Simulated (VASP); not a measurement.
# SbPd3 (Pm-3m) in VASP: notebook

Runs on SbPd3. Level: LDA. Tasks: single point.

Everything below comes from runs of VASP 6.6.1. Logs are shortened: lines on timing, memory, paths and dates and some standing lists are left out, and cuts for length are marked.

## (1) The cell of the first run

The structure is cubic, space group Pm-3m (No. 221). The conventional cell has a = 4.027 Å, b = 4.027 Å, c = 4.027 Å, α = 90.00°, β = 90.00°, γ = 90.00°. Sb (site symmetry m-3m) has 12 Pd at 2.85 Å within 3.8 Å. Pd (site symmetry 4/mmm) has 4 Sb at 2.85 Å and 8 Pd at 2.85 Å within 3.8 Å.

## (2) Single point, LDA

Input file INCAR:

```
SYSTEM = SbPd3
  PREC = Accurate
  ENCUT = 520
  EDIFF = 1E-6
  ISMEAR = 1
  SIGMA = 0.15
  LREAL = .False.
  LASPH = .True.
  NELM = 80
  ALGO = Normal
  ISIF = 2
  LWAVE = .False.
  LCHARG = .False.
  GGA = CA
  NBANDS = 26
```

Input file KPOINTS:

```
Automatic mesh
0
Gamma
  7 7 7
  0 0 0
```

Input file POSCAR:

```
SbPd3
1.0
    4.0265120000      0.0000000000      0.0000000000
    0.0000000000      4.0265120000      0.0000000000
    0.0000000000      0.0000000000      4.0265120000
Sb Pd
1 3
Direct
    0.0000000000      0.0000000000      0.0000000000
    0.0000000000      0.5000000000      0.5000000000
    0.5000000000      0.0000000000      0.5000000000
    0.5000000000      0.5000000000      0.0000000000
```

Potentials or basis: VASP PAW LDA potentials, release 64 (Sb, Pd).

Launch:

```sh
$ cat potpaw_LDA.64/Sb/POTCAR potpaw_LDA.64/Pd/POTCAR > POTCAR
$ mpirun -np 1 vasp_std > vasp.out
```

OUTCAR:

```text
SYSTEM = SbPd3
   PREC = Accurate
   ENCUT = 520
   EDIFF = 1E-6
   ISMEAR = 1
   LREAL = .False.
   LASPH = .True.
   NELM = 80
   ISIF = 2
   GGA = CA

 ion  position               nearest neighbor table
   1  0.000  0.000  0.000-   2 2.85   3 2.85   4 2.85   2 2.85   3 2.85   2 2.85   4 2.85   2 2.85
                             3 2.85   4 2.85   3 2.85   4 2.85
   2  0.000  0.500  0.500-   1 2.85   3 2.85   4 2.85   1 2.85   4 2.85   1 2.85   3 2.85   1 2.85
                             3 2.85   4 2.85   4 2.85   3 2.85
   3  0.500  0.000  0.500-   1 2.85   2 2.85   4 2.85   1 2.85   4 2.85   2 2.85   4 2.85   4 2.85
                             1 2.85   2 2.85   1 2.85   2 2.85
   4  0.500  0.500  0.000-   1 2.85   2 2.85   3 2.85   2 2.85   3 2.85   1 2.85   3 2.85   3 2.85
                             1 2.85   2 2.85   2 2.85   1 2.85

  LATTYP: Found a simple cubic cell.
 ALAT       =     4.0265120000

  Lattice vectors:

 A1 = (   4.0265120000,   0.0000000000,   0.0000000000)
 A2 = (   0.0000000000,   4.0265120000,   0.0000000000)
 A3 = (   0.0000000000,   0.0000000000,   4.0265120000)

Analysis of symmetry for initial positions (statically):
=====================================================================
 Subroutine PRICEL returns:
 Original cell was already a primitive cell.

 Routine SETGRP: Setting up the symmetry group for a
 simple cubic supercell.

 Subroutine GETGRP returns: Found 48 space group operations
 (whereof 48 operations were pure point group operations)
 out of a pool of 48 trial point group operations.

The static configuration has the point symmetry O_h .

Analysis of symmetry for dynamics (positions and initial velocities):
=====================================================================
 Subroutine PRICEL returns:
 Original cell was already a primitive cell.

 Routine SETGRP: Setting up the symmetry group for a
 simple cubic supercell.

 Subroutine GETGRP returns: Found 48 space group operations
 (whereof 48 operations were pure point group operations)
 out of a pool of 48 trial point group operations.

The dynamic configuration has the point symmetry O_h .

 Subroutine INISYM returns: Found 48 space group operations
 (whereof 48 operations are pure point group operations),
 and found     1 'primitive' translations

----------------------------------------------------------------------------------------

                                     Primitive cell

  volume of cell :      65.2810

  direct lattice vectors                    reciprocal lattice vectors
     4.026512000  0.000000000  0.000000000     0.248353910  0.000000000  0.000000000
     0.000000000  4.026512000  0.000000000     0.000000000  0.248353910  0.000000000
     0.000000000  0.000000000  4.026512000     0.000000000  0.000000000  0.248353910

  length of vectors
     4.026512000  4.026512000  4.026512000     0.248353910  0.248353910  0.248353910

  position of ions in fractional coordinates (direct lattice)
     0.000000000  0.000000000  0.000000000
     0.000000000  0.500000000  0.500000000
     0.500000000  0.000000000  0.500000000
     0.500000000  0.500000000  0.000000000

  ion indices of the primitive-cell ions
   primitive index   ion index
                 1           1
                 2           2
                 3           3
                 4           4

----------------------------------------------------------------------------------------

 KPOINTS: Automatic mesh

Automatic generation of k-mesh.
 Grid dimensions read from file:
 generate k-points for:    7    7    7

 Generating k-lattice:

  Cartesian coordinates                     Fractional coordinates (reciprocal lattice)
     0.035479130  0.000000000  0.000000000     0.142857143  0.000000000  0.000000000
     0.000000000  0.035479130  0.000000000     0.000000000  0.142857143  0.000000000
     0.000000000  0.000000000  0.035479130     0.000000000  0.000000000  0.142857143

  Length of vectors
     0.035479130  0.035479130  0.035479130

  Shift w.r.t. Gamma in fractional coordinates (k-lattice)
     0.000000000  0.000000000  0.000000000

 Subroutine IBZKPT returns following result:
 ===========================================

 Found     20 irreducible k-points:

 Following reciprocal coordinates:
            Coordinates               Weight
  0.000000  0.000000  0.000000      1.000000
  0.142857  0.000000  0.000000      6.000000
  0.285714  0.000000  0.000000      6.000000
  0.428571  0.000000  0.000000      6.000000
  0.142857  0.142857  0.000000     12.000000
  0.285714  0.142857  0.000000     24.000000
[... 12 lines left out ...]
  0.428571  0.428571  0.285714     24.000000
  0.428571  0.428571  0.428571      8.000000
   k-points           NKPTS =     20   k-points in BZ     NKDIM =     20   number of bands    NBANDS=     26
   number of dos      NEDOS =    301   number of ions     NIONS =      4
   total plane-waves  NPLWV =  27000
   dimension x,y,z NGX =    30 NGY =   30 NGZ =   30
   dimension x,y,z NGXF=    60 NGYF=   60 NGZF=   60
   ions per type =               1   3
   NGX,Y,Z   is equivalent  to a cutoff of  12.39, 12.39, 12.39 a.u.
   NGXF,Y,Z  is equivalent  to a cutoff of  24.77, 24.77, 24.77 a.u.
 SYSTEM =  SbPd3
   PREC   = accura    normal or accurate (medium, high low for compatibility)
   ISTART =      0    job   : 0-new  1-cont  2-samecut
   ICHARG =      2    charge: 1-file 2-atom 10-const
   ISPIN  =      1    spin polarized calculation?
   LNONCOLLINEAR =      F non collinear calculations
   LSORBIT =      F    spin-orbit coupling
   LASPH  =      T    aspherical Exc in radial PAW
   ENCUT  =  520.0 eV  38.22 Ry    6.18 a.u.   7.49  7.49  7.49*2*pi/ulx,y,z
   NELM   =     80;   NELMIN=  2; NELMDL= -5     # of ELM steps
   EDIFF  = 0.1E-05   stopping-criterion for ELM
   LREAL  =      F    real-space projection
   EDIFFG = 0.1E-04   stopping-criterion for IOM
   NSW    =      0    number of steps for IOM
   IBRION =     -1    ionic relax: 0-MD 1-quasi-New 2-CG
   NFREE  =      0    steps in history (QN), initial steepest desc. (CG)
   ISIF   =      2    stress and relaxation
   ISYM   =      2    0-nonsym 1-usesym 2-fastsym
   POTIM  = 0.5000    time-step for ionic-motion
   TEBEG  =    0.0;   TEEND  =   0.0 temperature during run
   PSTRESS=    0.0 pullay stress
   NELECT =      35.0000    total number of electrons
   NUPDOWN=      -1.0000    fix difference up-down
   EMIN   =  10.00;   EMAX   =-10.00  energy-range for DOS
   EFERMI =   0.00;   METHOD = LEGACY
   ISMEAR =     1;   SIGMA  =   0.15  broadening in eV -4-tet -1-fermi 0-gaus
   EFERMI_NEDOS =   21; number of points for ismear=-14 and -15
   IALGO  =     38    algorithm
   IMIX   =      4    mixing-type and parameters
     AMIX     =   0.40;   BMIX     =  1.00
     AMIX_MAG =   1.60;   BMIX_MAG =  1.00
  volume/ion in A,a.u.               =      16.32       110.13
  Fermi-wavevector in a.u.,A,eV,Ry     =   1.329950  2.513240 24.065521  1.768766
  Thomas-Fermi vector in A             =   2.459073
   LORBIT       =      0    0 simple, 1 ext, 2 COOP (PROOUT), +10 PAW based schemes
   GGA     = CA    functional components
   LHFCALC =     F    Hartree Fock is set to
   AEXX    =    0.0000 exact exchange contribution
   IVDW    =     0    specifies the selected vdW correction
   LEPSILON=     F    determine dielectric tensor
   LRPA    =     F    only Hartree local field effects (RPA)
 non-spin polarized calculation
 Methfessel and Paxton  Order N= 1 SIGMA  =   0.15
  energy-cutoff  :      520.00
  volume of cell :       65.28
 maximum number of plane-waves:      1791
 NGX is ok and might be reduce to    30
   NGX = 15   NGY = 15   NGZ = 15

 number of electron      34.9999973 magnetization

 Free energy of the ion-electron system (eV)
  ---------------------------------------------------
  ext. energy  EPLUGINS =         0.00000000
  ---------------------------------------------------
  free energy    TOTEN  =       -25.73257335 eV

  energy without entropy =      -25.72955255  energy(sigma->0) =      -25.73156641

 E-fermi :  10.7649     XC(G=0): -12.8511

 val. band max:       10.7439072142   @ k =   0.4286   0.4286   0.1429
 cond. band min:      10.7720842982   @ k =   0.2857   0.2857   0.1429
 fundamental gap:      0.0281770840
 Fermi energy:        10.7649435958

 k-point     1 :       0.0000    0.0000    0.0000
  band No.  band energies     occupation
      1      -1.3723      2.00000
      2       5.1095      2.00000
      3       5.8682      2.00000
      4       5.8682      2.00000
      5       6.0076      2.00000
      6       6.0076      2.00000
[... 18 lines left out ...]
     25      18.3607      0.00000
     26      21.0118      0.00000

 k-point     2 :       0.1429    0.0000    0.0000
  band No.  band energies     occupation
      1      -1.2086      2.00000
      2       5.2141      2.00000
      3       5.6194      2.00000
      4       5.9966      2.00000
      5       5.9966      2.00000
      6       6.0265      2.00000
[... 18 lines left out ...]
     25      18.8837      0.00000
     26      20.3090      0.00000

 k-point     3 :       0.2857    0.0000    0.0000
  band No.  band energies     occupation
      1      -0.7705      2.00000
      2       4.5874      2.00000
      3       5.6858      2.00000
      4       5.9122      2.00000
      5       5.9122      2.00000
      6       6.2049      2.00000
[... 18 lines left out ...]
     25      19.2285      0.00000
     26      20.1404      0.00000

 k-point     4 :       0.4286    0.0000    0.0000
  band No.  band energies     occupation
      1      -0.2963      2.00000
      2       3.6666      2.00000
      3       5.7947      2.00000
      4       5.7947      2.00000
      5       6.0681      2.00000
      6       6.3471      2.00000
[... 18 lines left out ...]
     25      18.6169      0.00000
     26      22.1133      0.00000
[... 380 lines left out ...]
      1       0.1868      2.00000
      2       4.5778      2.00000
      3       5.1335      2.00000
      4       6.1058      2.00000
      5       6.4602      2.00000
      6       6.5867      2.00000
[... 18 lines left out ...]
     25      19.6790      0.00000
     26      21.4811      0.00000

 k-point    19 :       0.4286    0.4286    0.2857
  band No.  band energies     occupation
      1       0.2484      2.00000
      2       4.9544      2.00000
      3       5.3111      2.00000
      4       6.0367      2.00000
      5       6.2997      2.00000
      6       6.6259      2.00000
[... 18 lines left out ...]
     25      21.6935      0.00000
     26      22.0661      0.00000

 k-point    20 :       0.4286    0.4286    0.4286
  band No.  band energies     occupation
      1       0.2090      2.00000
      2       5.4208      2.00000
      3       5.8144      2.00000
      4       5.8144      2.00000
      5       6.6239      2.00000
      6       6.6609      2.00000
[... 18 lines left out ...]
     25      22.0129      0.00000
     26      22.3802      0.00000

------------------------ aborting loop because EDIFF is reached ----------------------------------------

  FORCE on cell =-STRESS in cart. coord.  units (eV):
  Direction    XX          YY          ZZ          XY          YZ          ZX
  --------------------------------------------------------------------------------------
  -------------------------------------------------------------------------------------
  Total       -3.5291885     -3.5291885     -3.5291885     -0.0000000     -0.0000000      0.0000000
  in kB      -86.6160646    -86.6160646    -86.6160646     -0.0000000     -0.0000000      0.0000000
  external PRESSURE =     -86.6160646 kB  Pullay stress =       0.0000000 kB

 VOLUME and BASIS-vectors are now :
 -----------------------------------------------------------------------------
  energy-cutoff  :      520.00
  volume of cell :       65.28
      direct lattice vectors                 reciprocal lattice vectors
     4.026512000  0.000000000  0.000000000     0.248353910  0.000000000  0.000000000
     0.000000000  4.026512000  0.000000000     0.000000000  0.248353910  0.000000000
     0.000000000  0.000000000  4.026512000     0.000000000  0.000000000  0.248353910

 POSITION                                       TOTAL-FORCE (eV/Angst)
 -----------------------------------------------------------------------------------
      0.00000      0.00000      0.00000         0.000000      0.000000      0.000000
      0.00000      2.01326      2.01326         0.000000      0.000000      0.000000
      2.01326      0.00000      2.01326         0.000000      0.000000      0.000000
      2.01326      2.01326      0.00000         0.000000      0.000000      0.000000
 -----------------------------------------------------------------------------------
    total drift:                                0.000000      0.000000     -0.000000

  FREE ENERGIE OF THE ION-ELECTRON SYSTEM (eV)
  ---------------------------------------------------
  free  energy   TOTEN  =       -25.7325733468 eV

  energy  without entropy=      -25.7295525464  energy(sigma->0) =      -25.73156641
```

Wall time 15 s (1 thread of Intel Xeon Platinum 8559C (Emerald Rapids), shared host); peak memory 0.16 GiB.

What came out:

```
Free energy : -25.7326 eV
Pressure    : -8.7 GPa
```

Levels at points of the mesh, in eV from the Fermi level:
```
           k point  band 14  band 15  band 16  band 17  band 18  band 19  band 20  band 21
(0.00, 0.00, 0.00)    -1.44    -1.44    -0.96    -0.50    -0.50    -0.50     1.49     6.29
```

Caveat: spin-orbit coupling is left out, which moves the levels of the heavy elements.

## (3) Single point, LDA

Input file INCAR:

```
PREC     = Accurate       # precision mode
ENCUT    = 520            # plane-wave cutoff, eV
EDIFF    = 1E-6           # SCF threshold, eV
ISMEAR   = 1              # smearing method
SIGMA    = 0.15           # smearing width, eV
LREAL    = F              # projectors in reciprocal space
LASPH    = T              # aspherical terms in the spheres
NELM     = 100            # most SCF steps
ALGO     = Normal         # electronic algorithm
ISIF     = 2              # what is computed and relaxed
LWAVE    = F              # write WAVECAR
LCHARG   = F              # write CHGCAR
GGA      = CA             # functional
NBANDS   = 26             # bands
```

Input file KPOINTS:

```
regular mesh
0
Gamma
  7 7 7
```

POSCAR is that of step 2.

Potentials or basis: VASP PAW LDA potentials, release 64 (Sb, Pd).

Launch:

```sh
$ cat potpaw_LDA.64/Sb/POTCAR potpaw_LDA.64/Pd/POTCAR > POTCAR
$ mpirun -np 1 vasp_std > vasp.out
```

Wall time 15 s (1 thread of Intel Xeon Platinum 8559C (Emerald Rapids), shared host); peak memory 0.16 GiB.

The run converged. Its results:

* Free energy: -25.7326 eV
* Pressure: -8.7 GPa

Levels at points of the mesh, in eV from the Fermi level:
```csv
k point,band 13,band 14,band 15,band 16,band 17,band 18,band 19,band 20,band 21,band 22
"(0.00, 0.00, 0.00)",-1.93,-1.44,-1.44,-0.96,-0.50,-0.50,-0.50,1.49,6.29,6.29
```

Caveat: spin-orbit coupling is left out, which moves the levels of the heavy elements.
